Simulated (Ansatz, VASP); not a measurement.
# InSb3 in VASP and in Ansatz

The input INCAR:

```
SYSTEM = InSb3
ALGO = Normal
EDIFF = 1E-6
ENCUT = 500
GGA = PE
GGA_COMPAT = .False.
ISIF = 2
ISMEAR = 1
LASPH = .True.
LCHARG = .False.
LREAL = .False.
LWAVE = .False.
NBANDS = 22
NELM = 120
PREC = Accurate
SIGMA = 0.1
```

Contents of KPOINTS:

```
k-points
0
Gamma
  4 4 4
  0 0 0
```

POSCAR

```
InSb3
1.0
    0.0000000000      3.7945550000      3.7945550000
    3.7945550000      0.0000000000      3.7945550000
    3.7945550000      3.7945550000      0.0000000000
In Sb
1 3
Direct
    0.0000000000      0.0000000000      0.0000000000
    0.2500000000      0.2500000000      0.2500000000
    0.7500000000      0.7500000000      0.7500000000
    0.5000000000      0.5000000000      0.5000000000
```

Input for Ansatz:

```yaml
crystal:
  lattice:
    - [0.0, 3.794555, 3.794555]
    - [3.794555, 0.0, 3.794555]
    - [3.794555, 3.794555, 0.0]
  atoms:
    - { symbol: In, position: [0.0, 0.0, 0.0] }
    - { symbol: Sb, position: [0.25, 0.25, 0.25] }
    - { symbol: Sb, position: [0.75, 0.75, 0.75] }
    - { symbol: Sb, position: [0.5, 0.5, 0.5] }
basis:
  ecutwfc: "16 Ha"
  ecutrho_ratio: 5
kpoints:
  mp_grid: { grid: [4, 4, 4] }
hamiltonian:
  xc: pbe
scf:
  occupations: { method: cold }
output:
  forces: true
  stress: true
  eigenvalues: true
```

Alike in both runs: task single point; functional PBE; k mesh 4 × 4 × 4; no spin polarisation.

```csv
,VASP,Ansatz
version,VASP 6.6.1,Ansatz 0.2.0
potentials or method,"VASP PAW PBE potentials, release 64 (In_d, Sb), cutoff 500 eV","scalar-relativistic, plane waves, PAW"
occupations,"methfessel-paxton of order 1, width 0.1 eV",cold
valence electrons in the cell,28,58
```

|  | VASP | Ansatz | Ansatz less VASP |
| --- | --- | --- | --- |
| gap on the k mesh at the Fermi level (eV) | none | none | - |
| pressure (GPa) | -1.4 | -1.3 | +0.13 |

A gap of «none» marks a metal or a gap that the smearing closes. VASP's potentials hold 28 valence electrons a cell and Ansatz's 58, so a difference there can come from the potentials and not from the codes.

Spin-orbit coupling is off throughout.
